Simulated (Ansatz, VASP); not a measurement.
Two plane-wave programs on Ge

```xyz
2
Lattice="-2.4959 2.6509 1.4369 2.4959 -2.6509 1.4369 2.4959 2.6509 -1.4369" Properties=species:S:1:pos:R:3 pbc="T T T"
Ge    0.0000    1.3254    0.1841
Ge    2.4959    1.3254    1.2529
```

Alike in both runs: functional BLYP; k mesh 11 × 11 × 11; occupations fermi-dirac, width 0.05 eV; no spin polarisation.

```csv
,VASP,Ansatz
version,VASP 6.6.1,Ansatz 0.2.0
potentials or method,"VASP PAW PBE potentials, release 64 (Ge_d)",Ansatz PAW
plane-wave cutoff (eV),520,420
valence electrons in the cell,28,28
task,single point,band structure
```

VASP gave:

* gap on the k mesh at the Fermi level (eV): none
* pressure (GPa): 7.4
* traceless stress, the component that is largest in VASP (GPa): 1.23
* rms of the force components (eV/Å): 0.044

Q: Estimate Ansatz's values.

A: gap on the k mesh at the Fermi level (eV): none; pressure (GPa): 7.4; traceless stress, the component that is largest in VASP (GPa): 1.22; rms of the force components (eV/Å): 0.044.

VASP's potentials were made for PBE, not for BLYP. Atom by atom the forces differ by 0.000 eV/Å (rms over components). A gap of «none» marks a metal or a gap that the smearing closes. With one functional, cell and mesh, what is left measures potentials, basis and numerics.
